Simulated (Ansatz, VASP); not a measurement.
**Si3NiMo: VASP beside Ansatz**

```
Si Ni Mo
1.0
     4.33481    0.00000    0.00000
     0.00000    4.33481    0.00000
     0.00000    0.00000    4.33481
Si Ni Mo
3 1 1
Cartesian
  2.1674 0.0000 0.0000
  0.0000 2.1674 0.0000
  0.0000 0.0000 2.1674
  0.0000 0.0000 0.0000
  2.1674 2.1674 2.1674
```

Change from the starting cell: species swapped into the Ce3SnN type (Pm-3m, No. 221).

Alike in both runs: functional PBE; k mesh 10 × 10 × 10; occupations gaussian, width 0.1 eV; collinear spin.

Ansatz relaxed the structure, and its values are those at the end. VASP's run is a single point on that final structure, the one shown.

|  | VASP | Ansatz |
| --- | --- | --- |
| version | VASP 6.6.1 | Ansatz 0.2.0 |
| potentials or method | VASP PAW PBE potentials, release 64 (Si, Ni, Mo_sv), cutoff 520 eV | scalar-relativistic, plane waves, PAW |
| valence electrons in the cell | 36 | 44 |

```csv
,VASP,Ansatz,Ansatz less VASP
gap on the k mesh at the Fermi level (eV),none,none,-
pressure (GPa),0.0,0.0,0.00
net moment per atom (μB),0.47,0.47,-0.001
size of the moment on the site where the two differ most (μB),0.04,0.09,+0.047
```

Site moments also hang on the region over which each program counts them. A gap of «none» marks a metal or a gap that the smearing closes. VASP's potentials hold 36 valence electrons a cell and Ansatz's 44, so a difference there can come from the potentials and not from the codes.
